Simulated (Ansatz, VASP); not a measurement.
HfTeO4: VASP beside Ansatz

```
CELL_PARAMETERS angstrom
3.78664 0.00000 0.00000
-1.89332 3.27933 0.00000
0.00000 0.00000 8.13708
ATOMIC_POSITIONS crystal
Hf 0.00000 0.00000 0.50000
Te 0.00000 0.00000 0.00000
O 0.33333 0.66667 0.50000
O 0.66667 0.33333 0.50000
O 0.00000 0.00000 0.23941
O 0.00000 0.00000 0.76059
```

Alike in both runs: functional PBE; k mesh 12 × 12 × 6; occupations gaussian, width 0.1 eV; no spin polarisation.

Ansatz relaxed the structure, and its values are those at the end. VASP's run is a single point on that final structure, the one shown.

```csv
,VASP,Ansatz
version,VASP 6.6.1,Ansatz 0.2.0
potentials or method,"VASP PAW PBE potentials, release 64 (Hf_pv, Te, O), cutoff 520 eV","scalar-relativistic, plane waves, PAW"
valence electrons in the cell,40,66
```

|  | VASP | Ansatz | Ansatz less VASP |
| --- | --- | --- | --- |
| gap on the k mesh at the Fermi level (eV) | none | none | - |
| pressure (GPa) | -1.0 | 0.0 | +1.03 |
| rms of the force components (eV/Å) | 0.042 | 0.001 | -0.0406 |

A gap of «none» marks a metal or a gap that the smearing closes. The functional is the same, so the differences come from potentials, cutoffs and numerics. VASP's potentials hold 40 valence electrons a cell and Ansatz's 66, so a difference there can come from the potentials and not from the codes.

Spin-orbit coupling is off throughout.
